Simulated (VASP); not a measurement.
# Ti (P6_3/mmc) in VASP: further runs

The runs below take Ti through single point, relaxation of shape and atoms at fixed volume, with PBEsol.

Everything below comes from runs of VASP 6.6.1. Logs are shortened: lines on timing, memory, paths and dates and some standing lists are left out, and cuts for length are marked.

## (1) The cell of the first run

Symmetry: P6_3/mmc, No. 194, hexagonal system. Conventional cell: a = 2.902 Å, b = 2.902 Å, c = 4.587 Å, α = 90.00°, β = 90.00°, γ = 120.00°. Within 3.7 Å of Ti (site symmetry -6m2) lie 12 Ti at 2.84 to 2.90 Å.

## (2) Single point, PBEsol

INCAR reads:

```
SYSTEM = Ti
PREC = Accurate ; ENCUT = 520
EDIFF = 1E-6 ; ISMEAR = -1
SIGMA = 0.05 ; LREAL = .FALSE.
LASPH = .TRUE. ; NELM = 60
ALGO = Normal ; ISIF = 2
LWAVE = .FALSE. ; LCHARG = .FALSE.
GGA = PS ; NBANDS = 19
```

KPOINTS reads:

```
Automatic mesh
0
G
  15 15 8
  0 0 0
```

POSCAR reads:

```
Ti
1.0
    2.9022240663      0.0000000000      0.0000000000
   -1.4511120332      2.5133997689      0.0000000000
    0.0000000000      0.0000000000      4.5870744761
Ti
2
Direct
    0.3333333333      0.6666666667      0.2500000000
    0.6666666667      0.3333333333      0.7500000000
```

Potentials or basis: VASP PAW PBE potentials, release 64 (Ti_sv).

The run is started by

```sh
> cat potpaw_PBE.64/Ti_sv/POTCAR > POTCAR
> mpirun -np 1 vasp_std > vasp.out
```

OUTCAR:

```text
SYSTEM = Ti
   PREC = Accurate
   ENCUT = 520
   EDIFF = 1E-6
   ISMEAR = -1
   LREAL = .FALSE.
   LASPH = .TRUE.
   NELM = 60
   ISIF = 2
   GGA = PS

 ion  position               nearest neighbor table
   1  0.333  0.667  0.250-   2 2.84   2 2.84   2 2.84   2 2.84   2 2.84   2 2.84
   2  0.667  0.333  0.750-   1 2.84   1 2.84   1 2.84   1 2.84   1 2.84   1 2.84

  LATTYP: Found a hexagonal cell.
 ALAT       =     2.9022240663
 C/A-ratio  =     1.5805376743

  Lattice vectors:

 A1 = (   2.9022240663,   0.0000000000,   0.0000000000)
 A2 = (  -1.4511120332,   2.5133997689,   0.0000000000)
 A3 = (   0.0000000000,   0.0000000000,   4.5870744761)

Analysis of symmetry for initial positions (statically):
=====================================================================
 Subroutine PRICEL returns:
 Original cell was already a primitive cell.

 Routine SETGRP: Setting up the symmetry group for a
 hexagonal supercell.

 Subroutine GETGRP returns: Found 24 space group operations
 (whereof 12 operations were pure point group operations)
 out of a pool of 24 trial point group operations.

The static configuration has the point symmetry D_3d.
 The point group associated with its full space group is D_6h.

Analysis of symmetry for dynamics (positions and initial velocities):
=====================================================================
 Subroutine PRICEL returns:
 Original cell was already a primitive cell.

 Routine SETGRP: Setting up the symmetry group for a
 hexagonal supercell.

 Subroutine GETGRP returns: Found 24 space group operations
 (whereof 12 operations were pure point group operations)
 out of a pool of 24 trial point group operations.

The dynamic configuration has the point symmetry D_3d.
 The point group associated with its full space group is D_6h.

 Subroutine INISYM returns: Found 24 space group operations
 (whereof 12 operations are pure point group operations),
 and found     1 'primitive' translations

----------------------------------------------------------------------------------------

                                     Primitive cell

  volume of cell :      33.4602

  direct lattice vectors                    reciprocal lattice vectors
     2.902224066  0.000000000  0.000000000     0.344563334  0.198933734  0.000000000
    -1.451112033  2.513399769  0.000000000     0.000000000  0.397867467  0.000000000
     0.000000000  0.000000000  4.587074476     0.000000000  0.000000000  0.218003873

  length of vectors
     2.902224066  2.902224066  4.587074476     0.397867467  0.397867467  0.218003873

  position of ions in fractional coordinates (direct lattice)
     0.333333333  0.666666667  0.250000000
     0.666666667  0.333333333  0.750000000

  ion indices of the primitive-cell ions
   primitive index   ion index
                 1           1
                 2           2

----------------------------------------------------------------------------------------

 KPOINTS: Automatic mesh

Automatic generation of k-mesh.
 Grid dimensions read from file:
 generate k-points for:   15   15    8

 Generating k-lattice:

  Cartesian coordinates                     Fractional coordinates (reciprocal lattice)
     0.022970889  0.013262249  0.000000000     0.066666667 -0.000000000  0.000000000
     0.000000000  0.026524498  0.000000000     0.000000000  0.066666667  0.000000000
     0.000000000  0.000000000  0.027250484     0.000000000  0.000000000  0.125000000

  Length of vectors
     0.026524498  0.026524498  0.027250484

  Shift w.r.t. Gamma in fractional coordinates (k-lattice)
     0.000000000  0.000000000  0.000000000

 Subroutine IBZKPT returns following result:
 ===========================================

 Found    135 irreducible k-points:

 Following reciprocal coordinates:
            Coordinates               Weight
  0.000000  0.000000  0.000000      1.000000
  0.066667  0.000000  0.000000      6.000000
  0.133333  0.000000  0.000000      6.000000
  0.200000 -0.000000  0.000000      6.000000
  0.266667  0.000000  0.000000      6.000000
  0.333333 -0.000000  0.000000      6.000000
[... 16 lines left out ...]
  0.333333  0.200000  0.000000     12.000000
  0.400000  0.200000  0.000000      6.000000
 [... further k-points ...]
   k-points           NKPTS =    135   k-points in BZ     NKDIM =    135   number of bands    NBANDS=     19
   number of dos      NEDOS =    301   number of ions     NIONS =      2
   total plane-waves  NPLWV =  20736
   dimension x,y,z NGX =    24 NGY =   24 NGZ =   36
   dimension x,y,z NGXF=    48 NGYF=   48 NGZF=   72
   ions per type =               2
   NGX,Y,Z   is equivalent  to a cutoff of  13.75, 13.75, 13.05 a.u.
   NGXF,Y,Z  is equivalent  to a cutoff of  27.50, 27.50, 26.09 a.u.
 SYSTEM =  Ti
   PREC   = accura    normal or accurate (medium, high low for compatibility)
   ISTART =      0    job   : 0-new  1-cont  2-samecut
   ICHARG =      2    charge: 1-file 2-atom 10-const
   ISPIN  =      1    spin polarized calculation?
   LNONCOLLINEAR =      F non collinear calculations
   LSORBIT =      F    spin-orbit coupling
   LASPH  =      T    aspherical Exc in radial PAW
   ENCUT  =  520.0 eV  38.22 Ry    6.18 a.u.   5.40  5.40  8.53*2*pi/ulx,y,z
   NELM   =     60;   NELMIN=  2; NELMDL= -5     # of ELM steps
   EDIFF  = 0.1E-05   stopping-criterion for ELM
   LREAL  =      F    real-space projection
   EDIFFG = 0.1E-04   stopping-criterion for IOM
   NSW    =      0    number of steps for IOM
   IBRION =     -1    ionic relax: 0-MD 1-quasi-New 2-CG
   NFREE  =      0    steps in history (QN), initial steepest desc. (CG)
   ISIF   =      2    stress and relaxation
   ISYM   =      2    0-nonsym 1-usesym 2-fastsym
   POTIM  = 0.5000    time-step for ionic-motion
   TEBEG  =    0.0;   TEEND  =   0.0 temperature during run
   PSTRESS=    0.0 pullay stress
   NELECT =      24.0000    total number of electrons
   NUPDOWN=      -1.0000    fix difference up-down
   EMIN   =  10.00;   EMAX   =-10.00  energy-range for DOS
   EFERMI =   0.00;   METHOD = LEGACY
   ISMEAR =    -1;   SIGMA  =   0.05  broadening in eV -4-tet -1-fermi 0-gaus
   EFERMI_NEDOS =   21; number of points for ismear=-14 and -15
   IALGO  =     38    algorithm
   IMIX   =      4    mixing-type and parameters
     AMIX     =   0.40;   BMIX     =  1.00
     AMIX_MAG =   1.60;   BMIX_MAG =  1.00
  volume/ion in A,a.u.               =      16.73       112.90
  Fermi-wavevector in a.u.,A,eV,Ry     =   1.465444  2.769287 29.218856  2.147525
  Thomas-Fermi vector in A             =   2.581300
   LORBIT       =      0    0 simple, 1 ext, 2 COOP (PROOUT), +10 PAW based schemes
   GGA     = PS    functional components
   LHFCALC =     F    Hartree Fock is set to
   AEXX    =    0.0000 exact exchange contribution
   IVDW    =     0    specifies the selected vdW correction
   LEPSILON=     F    determine dielectric tensor
   LRPA    =     F    only Hartree local field effects (RPA)
 non-spin polarized calculation
  energy-cutoff  :      520.00
  volume of cell :       33.46
 maximum number of plane-waves:       929
 NGX is ok and might be reduce to    24
   NGX = 11   NGY = 11   NGZ = 17

 number of electron      23.9999998 magnetization

 Free energy of the ion-electron system (eV)
  ---------------------------------------------------
  ext. energy  EPLUGINS =         0.00000000
  ---------------------------------------------------
  free energy    TOTEN  =       -16.68690679 eV

  energy without entropy =      -16.66974259  energy(sigma->0) =      -16.67832469

 E-fermi :   8.6122     XC(G=0): -11.8154

 val. band max:        8.6077371643   @ k =   0.0667   0.0000   0.5000
 cond. band min:       8.6132811754   @ k =   0.0000   0.0000   0.3750
 fundamental gap:      0.0055440111
 Fermi energy:         8.6121966856

 k-point     1 :       0.0000    0.0000    0.0000
  band No.  band energies     occupation
      1     -47.9585      2.00000
      2     -47.7949      2.00000
      3     -24.6994      2.00000
      4     -23.9659      2.00000
      5     -23.9659      2.00000
      6     -23.8853      2.00000
[... 11 lines left out ...]
     18      10.2814      0.00000
     19      11.9126      0.00000

 k-point     2 :       0.0667    0.0000    0.0000
  band No.  band energies     occupation
      1     -47.9533      2.00000
      2     -47.7928      2.00000
      3     -24.6881      2.00000
      4     -23.9888      2.00000
      5     -23.9737      2.00000
      6     -23.8900      2.00000
[... 11 lines left out ...]
     18      10.2069      0.00000
     19      11.9535      0.00000

 k-point     3 :       0.1333    0.0000    0.0000
  band No.  band energies     occupation
      1     -47.9384      2.00000
      2     -47.7873      2.00000
      3     -24.6555      2.00000
      4     -24.0539      2.00000
      5     -23.9949      2.00000
      6     -23.9410      2.00000
[... 11 lines left out ...]
     18      10.2549      0.00000
     19      12.0496      0.00000

 k-point     4 :       0.2000   -0.0000    0.0000
  band No.  band energies     occupation
      1     -47.9159      2.00000
      2     -47.7796      2.00000
      3     -24.6045      2.00000
      4     -24.1506      2.00000
      5     -24.0367      2.00000
      6     -24.0252      2.00000
[... 11 lines left out ...]
     18      10.6273      0.00000
     19      12.1557      0.00000

 k-point     5 :       0.2667    0.0000    0.0000
  band No.  band energies     occupation
      1     -47.8887      2.00000
      2     -47.7720      2.00000
      3     -24.5399      2.00000
      4     -24.2626      2.00000
      5     -24.1431      2.00000
      6     -24.0588      2.00000
[... 11 lines left out ...]
     18      11.0892      0.00000
     19      12.2449      0.00000
[... 334 lines left out ...]
      2     -47.7656      2.00000
      3     -24.4502      2.00000
      4     -24.3117      2.00000
      5     -24.2933      2.00000
      6     -24.0921      2.00000
[... 11 lines left out ...]
     18      12.1388      0.00000
     19      12.1763      0.00000

 k-point    22 :       0.2667    0.2000    0.0000
  band No.  band energies     occupation
      1     -47.8301      2.00000
      2     -47.7646      2.00000
      3     -24.3838      2.00000
      4     -24.3829      2.00000
      5     -24.3168      2.00000
      6     -24.1456      2.00000
[... 11 lines left out ...]
     18      12.1667      0.00000
     19      12.7762      0.00000

 k-point    23 :       0.3333    0.2000    0.0000
  band No.  band energies     occupation
      1     -47.8109      2.00000
      2     -47.7670      2.00000
      3     -24.4329      2.00000
      4     -24.3219      2.00000
      5     -24.3175      2.00000
      6     -24.1982      2.00000
[... 11 lines left out ...]
     18      12.1593      0.00000
     19      13.4153      0.00000

 k-point    24 :       0.4000    0.2000    0.0000
  band No.  band energies     occupation
      1     -47.8025      2.00000
      2     -47.7695      2.00000
      3     -24.4500      2.00000
      4     -24.3112      2.00000
      5     -24.2924      2.00000
      6     -24.2238      2.00000
[... 11 lines left out ...]
     18      12.1565      0.00000
     19      13.8606      0.00000

 [... further k-points ...]

------------------------ aborting loop because EDIFF is reached ----------------------------------------

  FORCE on cell =-STRESS in cart. coord.  units (eV):
  Direction    XX          YY          ZZ          XY          YZ          ZX
  --------------------------------------------------------------------------------------
  -------------------------------------------------------------------------------------
  Total       -0.0578321     -0.0578321     -0.0581827      0.0000000     -0.0000000      0.0000000
  in kB       -2.7691814     -2.7691814     -2.7859697      0.0000000     -0.0000000      0.0000000
  external PRESSURE =      -2.7747775 kB  Pullay stress =       0.0000000 kB

 VOLUME and BASIS-vectors are now :
 -----------------------------------------------------------------------------
  energy-cutoff  :      520.00
  volume of cell :       33.46
      direct lattice vectors                 reciprocal lattice vectors
     2.902224066  0.000000000  0.000000000     0.344563334  0.198933734  0.000000000
    -1.451112033  2.513399769  0.000000000     0.000000000  0.397867467  0.000000000
     0.000000000  0.000000000  4.587074476     0.000000000  0.000000000  0.218003873

 POSITION                                       TOTAL-FORCE (eV/Angst)
 -----------------------------------------------------------------------------------
     -0.00000      1.67560      1.14677         0.000000     -0.000000      0.000000
      1.45111      0.83780      3.44031        -0.000000      0.000000      0.000000
 -----------------------------------------------------------------------------------
    total drift:                               -0.000000      0.000000     -0.000000

  FREE ENERGIE OF THE ION-ELECTRON SYSTEM (eV)
  ---------------------------------------------------
  free  energy   TOTEN  =       -16.6869067876 eV

  energy  without entropy=      -16.6697425902  energy(sigma->0) =      -16.67832469
```

Wall time 1.8 min (1 thread of AMD EPYC 7R43 (Zen 3), shared host); peak memory 0.16 GiB.

Results:

* Free energy: -16.6869 eV
* Pressure: -0.3 GPa
* Band gap on the k mesh: zero (band 12 reaches 9.40 eV, above the bottom of band 13 at 8.37 eV)

Caveat: the PAW data sets were made with another functional, which shifts forces and pressure a little.

## (3) Relaxation of shape and atoms at fixed volume, PBEsol

This run uses another cell than the first one, of 7.53 Å³/atom, 0.450 times its volume.

INCAR reads:

```
SYSTEM = Ti
PREC     = Accurate       ! precision mode
ENCUT    = 600            ! plane-wave cutoff, eV
EDIFF    = 1E-7           ! SCF threshold, eV
ISMEAR   = -1             ! smearing method
SIGMA    = 0.05           ! smearing width, eV
LREAL    = .False.        ! projectors in reciprocal space
LASPH    = .True.         ! aspherical terms in the spheres
NELM     = 60             ! most SCF steps
ALGO     = Normal         ! electronic algorithm
ISIF     = 4              ! what is computed and relaxed
LWAVE    = .False.        ! write WAVECAR
LCHARG   = .False.        ! write CHGCAR
GGA      = PS             ! functional
IBRION   = 2              ! ionic algorithm
NSW      = 50             ! ionic steps
EDIFFG   = -0.005         ! ionic threshold
```

KPOINTS reads:

```
Automatic mesh
0
Gamma
  15 15 8
  0 0 0
```

POSCAR reads:

```
Ti
1.0
    2.2240016769      0.0000000000      0.0000000000
   -1.1120008385      1.9260419503      0.0000000000
    0.0000000000      0.0000000000      3.5151184381
Ti
2
Direct
    0.3333333333      0.6666666667      0.2500000000
    0.6666666667      0.3333333333      0.7500000000
```

Potentials or basis: VASP PAW PBE potentials, release 64 (Ti_sv).

The run is started by

```sh
> cat potpaw_PBE.64/Ti_sv/POTCAR > POTCAR
> mpirun -np 1 vasp_std > vasp.out
```

Run time: 7.1 min. Hardware: 1 thread of AMD EPYC 7R43 (Zen 3), shared host; peak memory 0.12 GiB.

The run converged. Its results:

```yaml
Free_energy: -6.5117 eV
Energy_gained_by_relaxing: 216.9 meV/atom
Ionic_steps: 13
Pressure_after_relaxing: 313.3 GPa
Band_gap_on_the_k_mesh: zero (band 12 reaches 21.44 eV, above the bottom of band 13 at 19.52 eV)
```

The path:
```tsv
step	energy change (eV)	largest force (eV/Å)	pressure (GPa)	volume (Å³)
1	0.0000	0.0000	316.70	15.06
2	-0.2294	0.0000	314.68	15.06
3	-0.4131	0.0000	312.49	15.06
4	0.2036	0.0000	337.75	15.06
5	-0.4319	0.0000	312.98	15.06
6	-0.4337	0.0000	313.39	15.06
7	-0.4336	0.0000	313.22	15.06
8	-0.4336	0.0000	313.24	15.06
9	-0.4337	0.0000	313.31	15.06
10	-0.4337	0.0000	313.30	15.06
11	-0.4337	0.0000	313.32	15.06
12	-0.4337	0.0000	313.36	15.06
13	-0.4337	0.0000	313.32	15.06
```

Final structure:
```
CELL_PARAMETERS angstrom
2.08875 0.00000 0.00000
-1.04437 1.80891 0.00000
0.00000 0.00000 3.98510
ATOMIC_POSITIONS crystal
Ti 0.33333 0.66667 0.25000
Ti 0.66667 0.33333 0.75000
```

Levels at points of the mesh, in eV from the Fermi level:
```
           k point  band 10  band 11  band 12  band 13  band 14  band 15
(0.00, 0.00, 0.00)    -3.61    -1.38     1.08     1.08     1.81     1.81
(0.00, 0.00, 0.50)    -2.64    -0.53    -0.53     1.22     1.22     1.22
```

Caveat: the PAW data sets were made with another functional, which shifts forces and pressure a little.

## (4) Relaxation of shape and atoms at fixed volume, PBEsol

This run uses another cell than the first one, of 10.71 Å³/atom, 0.640 times its volume.

INCAR reads:

```
SYSTEM = Ti
PREC = Accurate
ENCUT = 600
EDIFF = 1E-6
ISMEAR = -1
SIGMA = 0.05
LREAL = .False.
LASPH = .True.
NELM = 80
ALGO = Normal
ISIF = 4
LWAVE = .False.
LCHARG = .False.
GGA = PS
IBRION = 2
NSW = 50
EDIFFG = -0.005
```

KPOINTS reads:

```
regular mesh
0
Gamma
  15 15 8
  0 0 0
```

POSCAR reads:

```
Ti
1.0
    2.5010608827      0.0000000000      0.0000000000
   -1.2505304413      2.1659822608      0.0000000000
    0.0000000000      0.0000000000      3.9530209508
Ti
2
Direct
    0.3333333333      0.6666666667      0.2500000000
    0.6666666667      0.3333333333      0.7500000000
```

The run is started by

```sh
> cat potpaw_PBE.64/Ti_sv/POTCAR > POTCAR
> mpirun -np 1 vasp_std > vasp.out
```

Wall time 3.8 min (1 thread of Intel Xeon Platinum 8259CL at 2.50GHz (Skylake/Cascade Lake), shared host); peak memory 0.17 GiB.

Results (log left out):

```yaml
Free_energy: -13.8088 eV
Energy_gained_by_relaxing: 30.3 meV/atom
Ionic_steps: 18
Pressure_after_relaxing: 100.0 GPa
Band_gap_on_the_k_mesh: zero (band 12 reaches 15.43 eV, above the bottom of band 13 at 14.00 eV)
```

Stress tensor (GPa, compression positive):
```
 99.94   0.00   0.00
  0.00  99.94   0.00
  0.00   0.00 100.05
```

The path:
```
step  energy change (eV)  largest force (eV/Å)  pressure (GPa)  volume (Å³)
   1              0.0000                0.0000          106.39        21.41
   2             -0.0327                0.0000          105.15        21.41
   3             -0.0571                0.0000          101.57        21.41
   4             -0.0605                0.0000           99.82        21.41
   5             -0.0606                0.0000          100.01        21.41
   6             -0.0606                0.0000          100.01        21.41
   7             -0.0606                0.0000          100.01        21.41
   8             -0.0606                0.0000          100.00        21.41
   9             -0.0606                0.0000          100.01        21.41
  10             -0.0606                0.0000          100.01        21.41
  11             -0.0606                0.0000          100.01        21.41
  12             -0.0606                0.0000          100.01        21.41
  13             -0.0606                0.0000          100.01        21.41
  14             -0.0606                0.0000          100.00        21.41
  15             -0.0606                0.0000          100.00        21.41
  16             -0.0606                0.0000          100.00        21.41
  17             -0.0606                0.0000           99.99        21.41
  18             -0.0606                0.0000           99.98        21.41
```

Final structure:
```
CELL_PARAMETERS angstrom
2.39326 0.00000 0.00000
-1.19663 2.07262 0.00000
0.00000 0.00000 4.31717
ATOMIC_POSITIONS crystal
Ti 0.33333 0.66667 0.25000
Ti 0.66667 0.33333 0.75000
```

Levels at points of the mesh, in eV from the Fermi level:
```
           k point  band 8  band 9  band 10  band 11  band 12  band 13  band 14  band 15  band 16
(0.00, 0.00, 0.00)  -30.65   -6.56    -3.62    -0.19     1.18     1.18     1.78     1.78     1.85
(0.00, 0.00, 0.50)  -30.75   -4.23    -4.23    -0.64    -0.64     1.25     1.25     1.25     1.25
```

Caveat: the PAW data sets were made with another functional, which shifts forces and pressure a little.

## (5) Summary

| task | cell | cutoff (eV) | gap on the mesh (eV) | pressure (GPa) |
| --- | --- | --- | --- | --- |
| single point | a = 2.902, b = 2.902, c = 4.587 Å, angles 90.0, 90.0, 120.0°, 2 atoms | 520 | none | -0.3 |
| relaxation of shape and atoms at fixed volume | relaxed from a = 2.224, b = 2.224, c = 3.515 Å, angles 90.0, 90.0, 120.0°, 2 atoms | 600 | none | 313.3 |
| relaxation of shape and atoms at fixed volume | relaxed from a = 2.501, b = 2.501, c = 3.953 Å, angles 90.0, 90.0, 120.0°, 2 atoms | 600 | none | 100.0 |

Alike in all rows: level PBEsol; potentials or basis VASP PAW PBE potentials, release 64 (Ti_sv); no spin polarisation; k mesh 15 × 15 × 8; smearing fermi-dirac 0.05 eV.

Caveats: the PAW data sets were made with another functional, which shifts forces and pressure a little.

Total energies depend on the potentials used, so only differences within one code and one set of settings carry meaning.
